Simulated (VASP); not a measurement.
# ScW3 (I4/mmm) in VASP: single point with PBE

Aim: the single point of ScW3 with PBE.

All numbers are computed with VASP 6.6.1; they aren't measurements. Logs are shortened: lines on timing, memory, paths and dates and some standing lists are left out, and cuts for length are marked.

## Step 1: The cell of the first run

It takes space group I4/mmm (No. 139, tetragonal). Conventional cell: a = 3.927 Å, b = 3.927 Å, c = 8.772 Å, α = 90.00°, β = 90.00°, γ = 90.00°. Within 3.7 Å of Sc (site symmetry 4/mmm) lie 12 W at 2.78 to 2.94 Å. W (site symmetry 4/mmm) has 4 Sc at 2.78 Å and 8 W at 2.94 Å within 3.7 Å. W (site symmetry -4m2) has 8 W at 2.78 to 2.94 Å and 4 Sc at 2.94 Å within 3.7 Å.

## Step 2: Single point, PBE

INCAR

```
PREC = Accurate
ENCUT = 520
EDIFF = 1E-6
ISMEAR = 0
SIGMA = 0.1
LREAL = False
LASPH = True
NELM = 80
ALGO = Fast
ISIF = 2
LWAVE = False
LCHARG = True
GGA = PE
LELF = True
LVHAR = True
NBANDS = 34
```

KPOINTS

```
regular mesh
0
Gamma
  6 6 6
```

POSCAR

```
ScW3
1.0
   -1.9634750483      1.9634750483      4.3859442636
    1.9634750483     -1.9634750483      4.3859442636
    1.9634750483      1.9634750483     -4.3859442636
Sc W
1 3
Direct
    0.0000000000      0.0000000000      0.0000000000
    0.5000000000      0.5000000000      0.0000000000
    0.2500000000      0.7500000000      0.5000000000
    0.7500000000      0.2500000000      0.5000000000
```

Potentials or basis: VASP PAW PBE potentials, release 64 (Sc_sv, W_sv).

Started as:

```sh
$ cat potpaw_PBE.64/Sc_sv/POTCAR potpaw_PBE.64/W_sv/POTCAR > POTCAR
$ mpirun -np 1 vasp_std > vasp.out
```

OUTCAR:

```text
PREC = Accurate
   ENCUT = 520
   EDIFF = 1E-6
   ISMEAR = 0
   LREAL = False
   LASPH = True
   NELM = 80
   ISIF = 2
   GGA = PE

 ion  position               nearest neighbor table
   1  0.000  0.000  0.000-   2 2.78   2 2.78   2 2.78   2 2.78   4 2.94   4 2.94   3 2.94   3 2.94
                             4 2.94   3 2.94   4 2.94   3 2.94
   2  0.500  0.500  0.000-   1 2.78   1 2.78   1 2.78   1 2.78   3 2.94   3 2.94   4 2.94   4 2.94
                             4 2.94   3 2.94   4 2.94   3 2.94
   3  0.250  0.750  0.500-   4 2.78   4 2.78   4 2.78   4 2.78   1 2.94   1 2.94   2 2.94   2 2.94
                             2 2.94   1 2.94   2 2.94   1 2.94
   4  0.750  0.250  0.500-   3 2.78   3 2.78   3 2.78   3 2.78   2 2.94   2 2.94   1 2.94   1 2.94
                             2 2.94   1 2.94   2 2.94   1 2.94

  LATTYP: Found a body centered tetragonal cell.
 ALAT       =     3.9269500966
 C/A-ratio  =     2.2337662337

  Lattice vectors:

 A1 = (  -1.9634750483,   1.9634750483,   4.3859442636)
 A2 = (   1.9634750483,  -1.9634750483,   4.3859442636)
 A3 = (   1.9634750483,   1.9634750483,  -4.3859442636)

Analysis of symmetry for initial positions (statically):
=====================================================================
 Subroutine PRICEL returns:
 Original cell was already a primitive cell.

 Routine SETGRP: Setting up the symmetry group for a
 body centered tetragonal supercell.

 Subroutine GETGRP returns: Found 16 space group operations
 (whereof 16 operations were pure point group operations)
 out of a pool of 16 trial point group operations.

The static configuration has the point symmetry D_4h.

Analysis of symmetry for dynamics (positions and initial velocities):
=====================================================================
 Subroutine PRICEL returns:
 Original cell was already a primitive cell.

 Routine SETGRP: Setting up the symmetry group for a
 body centered tetragonal supercell.

 Subroutine GETGRP returns: Found 16 space group operations
 (whereof 16 operations were pure point group operations)
 out of a pool of 16 trial point group operations.

The dynamic configuration has the point symmetry D_4h.

 Subroutine INISYM returns: Found 16 space group operations
 (whereof 16 operations are pure point group operations),
 and found     1 'primitive' translations

----------------------------------------------------------------------------------------

                                     Primitive cell

  volume of cell :      67.6354

  direct lattice vectors                    reciprocal lattice vectors
    -1.963475048  1.963475048  4.385944264     0.000000000  0.254650550  0.114000537
     1.963475048 -1.963475048  4.385944264     0.254650550  0.000000000  0.114000537
     1.963475048  1.963475048 -4.385944264     0.254650550  0.254650550  0.000000000

  length of vectors
     5.191047641  5.191047641  5.191047641     0.279003629  0.279003629  0.360130261

  position of ions in fractional coordinates (direct lattice)
     0.000000000  0.000000000  0.000000000
     0.500000000  0.500000000  0.000000000
     0.250000000  0.750000000  0.500000000
     0.750000000  0.250000000  0.500000000

  ion indices of the primitive-cell ions
   primitive index   ion index
                 1           1
                 2           2
                 3           3
                 4           4

----------------------------------------------------------------------------------------

 KPOINTS: regular mesh

Automatic generation of k-mesh.
 Grid dimensions read from file:
 generate k-points for:    6    6    6

 Generating k-lattice:

  Cartesian coordinates                     Fractional coordinates (reciprocal lattice)
     0.000000000  0.042441758  0.019000089     0.166666667  0.000000000  0.000000000
     0.042441758  0.000000000  0.019000089     0.000000000  0.166666667  0.000000000
     0.042441758  0.042441758  0.000000000     0.000000000  0.000000000  0.166666667

  Length of vectors
     0.046500605  0.046500605  0.060021710

  Shift w.r.t. Gamma in fractional coordinates (k-lattice)
     0.000000000  0.000000000  0.000000000

 Subroutine IBZKPT returns following result:
 ===========================================

 Found     30 irreducible k-points:

 Following reciprocal coordinates:
            Coordinates               Weight
  0.000000  0.000000  0.000000      1.000000
  0.166667  0.000000  0.000000      8.000000
  0.333333  0.000000 -0.000000      8.000000
  0.500000 -0.000000  0.000000      4.000000
  0.166667  0.166667  0.000000      8.000000
  0.333333  0.166667 -0.000000     16.000000
[... 16 lines left out ...]
 -0.333333 -0.333333  0.166667      8.000000
 -0.166667 -0.333333  0.166667      8.000000
 [... further k-points ...]
   k-points           NKPTS =     30   k-points in BZ     NKDIM =     30   number of bands    NBANDS=     34
   number of dos      NEDOS =    301   number of ions     NIONS =      4
   total plane-waves  NPLWV =  64000
   dimension x,y,z NGX =    40 NGY =   40 NGZ =   40
   dimension x,y,z NGXF=    80 NGYF=   80 NGZF=   80
   ions per type =               1   3
   NGX,Y,Z   is equivalent  to a cutoff of  12.81, 12.81, 12.81 a.u.
   NGXF,Y,Z  is equivalent  to a cutoff of  25.62, 25.62, 25.62 a.u.
 SYSTEM =  unknown system
   PREC   = accura    normal or accurate (medium, high low for compatibility)
   ISTART =      0    job   : 0-new  1-cont  2-samecut
   ICHARG =      2    charge: 1-file 2-atom 10-const
   ISPIN  =      1    spin polarized calculation?
   LNONCOLLINEAR =      F non collinear calculations
   LSORBIT =      F    spin-orbit coupling
   LASPH  =      T    aspherical Exc in radial PAW
   ENCUT  =  520.0 eV  38.22 Ry    6.18 a.u.   9.65  9.65  9.65*2*pi/ulx,y,z
   NELM   =     80;   NELMIN=  2; NELMDL= -5     # of ELM steps
   EDIFF  = 0.1E-05   stopping-criterion for ELM
   LREAL  =      F    real-space projection
   EDIFFG = 0.1E-04   stopping-criterion for IOM
   NSW    =      0    number of steps for IOM
   IBRION =     -1    ionic relax: 0-MD 1-quasi-New 2-CG
   NFREE  =      0    steps in history (QN), initial steepest desc. (CG)
   ISIF   =      2    stress and relaxation
   ISYM   =      2    0-nonsym 1-usesym 2-fastsym
   POTIM  = 0.5000    time-step for ionic-motion
   TEBEG  =    0.0;   TEEND  =   0.0 temperature during run
   PSTRESS=    0.0 pullay stress
   NELECT =      53.0000    total number of electrons
   NUPDOWN=      -1.0000    fix difference up-down
   EMIN   =  10.00;   EMAX   =-10.00  energy-range for DOS
   EFERMI =   0.00;   METHOD = LEGACY
   ISMEAR =     0;   SIGMA  =   0.10  broadening in eV -4-tet -1-fermi 0-gaus
   EFERMI_NEDOS =   21; number of points for ismear=-14 and -15
   IALGO  =     68    algorithm
   IMIX   =      4    mixing-type and parameters
     AMIX     =   0.40;   BMIX     =  1.00
     AMIX_MAG =   1.60;   BMIX_MAG =  1.00
  volume/ion in A,a.u.               =      16.91       114.11
  Fermi-wavevector in a.u.,A,eV,Ry     =   1.509300  2.852163 30.993877  2.277986
  Thomas-Fermi vector in A             =   2.619640
   LORBIT       =      0    0 simple, 1 ext, 2 COOP (PROOUT), +10 PAW based schemes
   GGA     = PE    functional components
   LHFCALC =     F    Hartree Fock is set to
   AEXX    =    0.0000 exact exchange contribution
   IVDW    =     0    specifies the selected vdW correction
   LEPSILON=     F    determine dielectric tensor
   LRPA    =     F    only Hartree local field effects (RPA)
 non-spin polarized calculation
 RMM-DIIS sequential band-by-band and
 Gauss-broadening in eV      SIGMA  =   0.10
  energy-cutoff  :      520.00
  volume of cell :       67.64
 maximum number of plane-waves:      1865
 NGX is ok and might be reduce to    40
   NGX = 19   NGY = 19   NGZ = 19

 number of electron      53.0000003 magnetization

 Free energy of the ion-electron system (eV)
  ---------------------------------------------------
  ext. energy  EPLUGINS =         0.00000000
  ---------------------------------------------------
  free energy    TOTEN  =       -43.15108237 eV

  energy without entropy =      -43.13275395  energy(sigma->0) =      -43.14191816

 E-fermi :   9.0188     XC(G=0): -12.8333

 val. band max:        9.0176479305   @ k =   0.3333   0.1667   0.1667
 cond. band min:       9.0272233981   @ k =   0.1667   0.1667   0.1667
 fundamental gap:      0.0095754676
 Fermi energy:         9.0187673732

 k-point     1 :       0.0000    0.0000    0.0000
  band No.  band energies     occupation
      1     -64.6583      2.00000
      2     -64.5529      2.00000
      3     -64.4794      2.00000
      4     -39.0830      2.00000
      5     -29.1565      2.00000
      6     -29.1565      2.00000
[... 26 lines left out ...]
     33      12.9150      0.00000
     34      14.5659      0.00000

 k-point     2 :       0.1667    0.0000    0.0000
  band No.  band energies     occupation
      1     -64.6507      2.00000
      2     -64.5595      2.00000
      3     -64.4803      2.00000
      4     -39.0835      2.00000
      5     -29.1589      2.00000
      6     -29.1165      2.00000
[... 26 lines left out ...]
     33      12.5131      0.00000
     34      13.9048      0.00000

 k-point     3 :       0.3333    0.0000   -0.0000
  band No.  band energies     occupation
      1     -64.6303      2.00000
      2     -64.5777      2.00000
      3     -64.4821      2.00000
      4     -39.0845      2.00000
      5     -29.0901      2.00000
      6     -29.0084      2.00000
[... 26 lines left out ...]
     33      12.6265      0.00000
     34      12.7140      0.00000
[... 704 lines left out ...]
 k-point    23 :      -0.3333   -0.3333    0.1667
  band No.  band energies     occupation
      1     -64.6408      2.00000
      2     -64.5652      2.00000
      3     -64.4843      2.00000
      4     -39.0846      2.00000
      5     -29.2141      2.00000
      6     -29.0222      2.00000
[... 26 lines left out ...]
     33      12.7132      0.00000
     34      13.0593      0.00000

 k-point    24 :      -0.1667   -0.3333    0.1667
  band No.  band energies     occupation
      1     -64.6483      2.00000
      2     -64.5595      2.00000
      3     -64.4827      2.00000
      4     -39.0843      2.00000
      5     -29.1488      2.00000
      6     -29.1393      2.00000
[... 26 lines left out ...]
     33      13.0119      0.00000
     34      13.5935      0.00000

 [... further k-points ...]
[... 5 lines left out ...]
  --------------------------------------------------------------------------------------
  -------------------------------------------------------------------------------------
  Total        0.2568135      0.2568135      4.7334941      0.0000000      0.0000000      0.0000000
  in kB        6.0835146      6.0835146    112.1291546      0.0000000      0.0000000      0.0000000
  external PRESSURE =      41.4320613 kB  Pullay stress =       0.0000000 kB

 VOLUME and BASIS-vectors are now :
 -----------------------------------------------------------------------------
  energy-cutoff  :      520.00
  volume of cell :       67.64
      direct lattice vectors                 reciprocal lattice vectors
    -1.963475048  1.963475048  4.385944264     0.000000000  0.254650550  0.114000537
     1.963475048 -1.963475048  4.385944264     0.254650550  0.000000000  0.114000537
     1.963475048  1.963475048 -4.385944264     0.254650550  0.254650550  0.000000000

 POSITION                                       TOTAL-FORCE (eV/Angst)
 -----------------------------------------------------------------------------------
      0.00000      0.00000      0.00000         0.000000     -0.000000      0.000000
      0.00000      0.00000      4.38594         0.000000     -0.000000      0.000000
      1.96348      0.00000      2.19297        -0.000000      0.000000      0.000000
      0.00000      1.96348      2.19297        -0.000000     -0.000000     -0.000000
 -----------------------------------------------------------------------------------
    total drift:                               -0.000000     -0.000000      0.000000

  FREE ENERGIE OF THE ION-ELECTRON SYSTEM (eV)
  ---------------------------------------------------
  free  energy   TOTEN  =       -43.1510823659 eV

  energy  without entropy=      -43.1327539453  energy(sigma->0) =      -43.14191816
```

Run time: 5.9 min. Hardware: 1 thread of AMD EPYC 7R13, shared host; peak memory 0.24 GiB.

What came out:

- Free energy: -43.1511 eV
- Pressure: 4.1 GPa

Caveat: the k points lie up to 0.38 Å⁻¹ apart; spin-orbit coupling is left out, which moves the levels of the heavy elements.
